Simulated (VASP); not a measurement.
Tl: single point with r2SCAN

Tl:

```
Tl
1.0
     3.53154    0.00000    0.00000
    -1.76577    3.05841    0.00000
     0.00000    0.00000    5.75647
Tl
2
Cartesian
  0.0000 2.0389 4.3174
  1.7658 1.0195 1.4391
```

| Quantity | Value |
| --- | --- |
| Program | VASP 6.6.1 |
| Task | single point |
| Functional | r2SCAN |
| Potentials or basis | VASP PAW PBE potentials, release 64 (Tl_d) |
| Cutoff | 520 eV |
| k mesh | 14 × 14 × 8 |
| Occupations | gaussian, width 0.05 eV |
| Spin | no spin polarisation |
| Dipole correction | no |
| Further INCAR settings | ALGO = Normal; EDIFF = 1e-06; NBANDS = 20 |

| Quantity | Value |
| --- | --- |
| Pressure | -1.0 GPa |
| Band gap on the k mesh | zero (bands 13 and 14 overlap by 5.15 eV) |

Stress tensor (GPa, compression positive):
```
-0.94  0.00  0.00
 0.00 -0.94  0.00
 0.00  0.00 -1.14
```

Levels at points of the mesh, in eV from the Fermi level:
| k point | band 10 | band 11 | band 12 | band 13 | band 14 | band 15 | band 16 | band 17 |
| --- | --- | --- | --- | --- | --- | --- | --- | --- |
| (0.00, 0.00, 0.00) | -11.73 | -9.97 | -5.67 | -2.68 | 7.81 | 7.81 | 9.72 | 9.72 |
| (0.50, 0.00, 0.00) | -11.68 | -5.99 | -4.85 | -0.97 | 0.33 | 1.32 | 3.72 | 3.92 |
| (0.00, 0.00, 0.50) | -11.82 | -8.65 | -8.65 | 2.87 | 2.87 | 8.71 | 8.71 | 8.71 |
| (0.50, 0.00, 0.50) | -11.69 | -5.08 | -5.08 | -2.11 | -2.11 | 5.44 | 5.44 | 5.69 |

Run time: 3.4 min on 1 thread of Intel(R) Xeon(R) 6975P-C (Granite Rapids), on a shared host, peak memory 0.27 GiB.

Caveat: the PAW data sets were made with another functional, which shifts forces and pressure a little; spin-orbit coupling is left out, which moves the levels of the heavy elements.
